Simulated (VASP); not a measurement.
Write the native input for VASP 6.6.1 that does the following.

```yaml
Task: single point
Functional: PBEsol
Potentials_or_basis: VASP PAW PBE potentials, release 64 (Cu, I)
Cutoff: 520 eV
k_mesh: 6 × 6 × 6
Occupations: gaussian, width 0.05 eV
Spin: no spin polarisation
Dipole_correction: no
Further_INCAR_settings: ALGO = Normal; EDIFF = 1e-06; NBANDS = 16
```

The structure of CuI (Marshite) lies in POSCAR:

```
CuI
1.0
    0.0000000000      3.0120429050      3.0120429050
    3.0120429050      0.0000000000      3.0120429050
    3.0120429050      3.0120429050      0.0000000000
Cu I
1 1
Direct
    0.2500000000      0.2500000000      0.2500000000
    0.0000000000      0.0000000000      0.0000000000
```

One way to write it, as run:

INCAR

```
PREC = Accurate ; ENCUT = 520
EDIFF = 1E-6 ; ISMEAR = 0
SIGMA = 0.05 ; LREAL = False
LASPH = True ; NELM = 60
ALGO = Normal ; ISIF = 2
LWAVE = False ; LCHARG = False
GGA = PS ; NBANDS = 16
```

KPOINTS

```
Automatic mesh
0
Gamma
  6 6 6
```

Potentials or basis: VASP PAW PBE potentials, release 64 (Cu, I).

Command:

```sh
$ cat potpaw_PBE.64/Cu/POTCAR potpaw_PBE.64/I/POTCAR > POTCAR
$ mpirun -np 1 vasp_std > vasp.out
```

Results of the run:

The pressure is -1.4 GPa and the band gap on the k mesh is 1.08 eV, direct.

Caveat: the PAW data sets were made with another functional, which shifts forces and pressure a little; spin-orbit coupling is left out, which moves the levels of the heavy elements.

Wall time 5.8 s on 1 thread of Intel(R) Xeon(R) 6975P-C (Granite Rapids), with other jobs on the host, peak memory 0.17 GiB.
